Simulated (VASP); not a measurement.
Wanted: the native input for a VASP 6.6.1 run.

* Task: single point
* Functional: LDA
* Potentials or basis: VASP PAW LDA potentials, release 64 (Zn, S)
* Cutoff: 520 eV
* k mesh: 12 × 12 × 4
* Occupations: gaussian, width 0.05 eV
* Spin: no spin polarisation
* Dipole correction: no
* Further INCAR settings: ALGO = Normal; EDIFF = 1e-07; NBANDS = 46

The structure of ZnS lies in POSCAR:

```
ZnS
1.0
    3.8227020304      0.0000000000      0.0000000000
   -1.9113510152      3.3105570694      0.0000000000
    0.0000000000      0.0000000000     12.5200000000
Zn S
4 4
Direct
    0.0000000000      0.0000000000      0.0000000000
    0.0000000000      0.0000000000      0.5000000000
    0.3333333333      0.6666666667      0.2500000000
    0.6666666667      0.3333333333      0.7500000000
    0.0000000000      0.0000000000      0.1875000000
    0.0000000000      0.0000000000      0.6875000000
    0.3333333333      0.6666666667      0.4375000000
    0.6666666667      0.3333333333      0.9375000000
```

The input as run:

INCAR

```
SYSTEM = ZnS
  ALGO = Normal
  EDIFF = 1E-7
  ENCUT = 520
  GGA = CA
  ISIF = 2
  ISMEAR = 0
  LASPH = .TRUE.
  LCHARG = .TRUE.
  LELF = .TRUE.
  LREAL = .FALSE.
  LVHAR = .TRUE.
  LWAVE = .FALSE.
  NBANDS = 46
  NELM = 60
  PREC = Accurate
  SIGMA = 0.05
```

KPOINTS

```
k-points
0
G
  12 12 4
  0 0 0
```

Potentials or basis: VASP PAW LDA potentials, release 64 (Zn, S).

Command:

```sh
$ cat potpaw_LDA.64/Zn/POTCAR potpaw_LDA.64/S/POTCAR > POTCAR
$ mpirun -np 1 vasp_std > vasp.out
```

Results of the run:

```json
{
  "Pressure": "-4.6 GPa",
  "Largest force": "0.039 eV/Å",
  "Band gap on the k mesh": "1.90 eV"
}
```

Caveat: the cell stands under tension.

It took 5.5 min on 1 thread of Intel(R) Xeon(R) Platinum 8375C CPU @ 2.90GHz (Ice Lake), on a shared host, peak memory 0.41 GiB.
